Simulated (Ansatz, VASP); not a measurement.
## Two plane-wave programs on TiCo

```xyz
2
Lattice="2.9861 0.0000 0.0000 0.0000 2.9861 0.0000 0.0000 0.0000 2.9861" Properties=species:S:1:pos:R:3 pbc="T T T"
Co    1.4931    1.4931    1.4931
Ti    0.0000    0.0000    0.0000
```

Alike in both runs: functional r2SCAN; k mesh 5 × 5 × 5; occupations fermi-dirac, width 0.05 eV; collinear spin.

|  | VASP | Ansatz |
| --- | --- | --- |
| version | VASP 6.6.1 | Ansatz 0.2.0 |
| potentials or method | VASP PAW PBE potentials, release 64 (Co, Ti_sv) | Ansatz PAW |
| plane-wave cutoff (eV) | 520 | 500 |
| valence electrons in the cell | 21 | 29 |
| task | single point | projected density of states |

Ansatz gave:

```
gap on the k mesh at the Fermi level (eV)                     : none
pressure (GPa)                                                : 0.4
net moment per atom (μB)                                      : 0.47
size of the moment on the site where the two differ most (μB) : 1.41
```

**Question.** Estimate VASP's values.

**Answer.** gap on the k mesh at the Fermi level (eV): none; pressure (GPa): 0.7; net moment per atom (μB): 0.47; size of the moment on the site where the two differ most (μB): 1.38.

VASP's potentials were made for PBE, not for r2SCAN. Site moments also hang on the region over which each program counts them. A gap of «none» marks a metal or a gap that the smearing closes. VASP's potentials hold 21 valence electrons a cell and Ansatz's 29, so a difference there can come from the potentials and not from the codes.

The k mesh is coarse, so the values compare programs but aren't converged. Noted on Ansatz's run: the magnetic or orbital state may not be the lowest.
